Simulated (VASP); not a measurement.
# ScRe3: single point with PBE

ScRe3:

```
Sc Re
1.0
    -1.94965    1.94965    4.21331
     1.94965   -1.94965    4.21331
     1.94965    1.94965   -4.21331
Sc Re
1 3
Direct
  0.00000 0.00000 0.00000
  0.50000 0.50000 0.00000
  0.25000 0.75000 0.50000
  0.75000 0.25000 0.50000
```

| Quantity | Value |
| --- | --- |
| Program | VASP 6.6.1 |
| Task | single point |
| Functional | PBE |
| Potentials or basis | VASP PAW PBE potentials, release 64 (Sc_sv, Re) |
| Cutoff | 520 eV |
| k mesh | 16 × 16 × 16 |
| Occupations | gaussian, width 0.1 eV |
| Spin | no spin polarisation |

```
Pressure               : -0.1 GPa
Band gap on the k mesh : zero (bands 16 and 17 overlap by 1.84 eV)
```

Stress tensor (GPa, compression positive):
```
-0.16  0.00  0.00
 0.00 -0.16  0.00
 0.00  0.00 -0.06
```

Levels at points of the mesh, in eV from the Fermi level:
```csv
k point,band 12,band 13,band 14,band 15,band 16,band 17,band 18,band 19,band 20,band 21
"(0.00, 0.00, 0.00)",-2.06,-2.06,-1.13,0.15,0.16,0.16,0.45,2.07,2.41,2.82
"(0.50, 0.00, 0.00)",-2.29,-1.97,-1.80,-1.51,-0.52,0.21,0.39,0.54,1.41,2.59
"(0.50, 0.50, 0.00)",-2.12,-1.46,-0.75,-0.40,-0.38,-0.08,0.41,0.92,1.33,1.84
"(0.50, 0.50, 0.50)",-2.12,-1.45,-0.25,0.78,0.78,2.02,2.02,2.60,3.20,3.57
```

Wall time 21 min on 1 thread of AMD EPYC 7R13 Processor (Zen 3) (shared host), peak memory 0.61 GiB.

Caveat: spin-orbit coupling is left out, which moves the levels of the heavy elements.
